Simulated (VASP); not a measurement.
Input of a VASP 6.6.1 run:

The input POSCAR:

```
Si
1.0
    3.7795360984      0.0000000000      0.0000000000
   -1.8897685424      3.2731744218      0.0000000000
    0.0000000000      0.0000000000      6.2470355354
Si
4
Direct
    0.3333333333      0.6666666667      0.0630090000
    0.6666666667      0.3333333333      0.5630100000
    0.3333333333      0.6666666667      0.4369910000
    0.6666666667      0.3333333333      0.9369900000
```

Contents of INCAR.step1:

```
  PREC = Accurate
  ENCUT = 520
  ISMEAR = -1
  SIGMA = 0.1
  LREAL = F
  LASPH = T
  NELM = 60
  NBANDS = 16
  GGA = PE
  ALGO = Normal
  EDIFF = 1E-4
  LWAVE = T
  LCHARG = F
```

File INCAR.step2:

```
  PREC = Accurate
  ENCUT = 520
  EDIFF = 1E-7
  ISMEAR = -1
  SIGMA = 0.1
  LREAL = F
  LASPH = T
  NELM = 60
  ALGO = Normal
  ISIF = 2
  LWAVE = F
  LCHARG = F
  METAGGA = R2SCAN
  LMIXTAU = T
  NBANDS = 16
  ISTART = 1
```

File KPOINTS:

```
regular mesh
0
Gamma
  7 7 4
```

Potentials or basis: VASP PAW PBE potentials, release 64 (Si).

Run with:

```console
$ cat potpaw_PBE.64/Si/POTCAR > POTCAR
$ cp INCAR.step1 INCAR
$ mpirun -np 1 vasp_std > vasp.out
$ cp INCAR.step2 INCAR
$ mpirun -np 1 vasp_std > vasp.out
```

What does it give for the pressure?

4.3 GPa.

Estimate the band gap on the k mesh.

0.59 eV, indirect (least direct gap 1.49 eV).

Estimate the largest force.

0.012 eV/Å.

Stress tensor (GPa, compression positive):
```
4.23 0.00 0.00
0.00 4.23 0.00
0.00 0.00 4.39
```

Caveat: the PAW data sets were made with another functional, which shifts forces and pressure a little. r2SCAN opens gaps a little over a GGA but as a rule still falls short of measured ones.
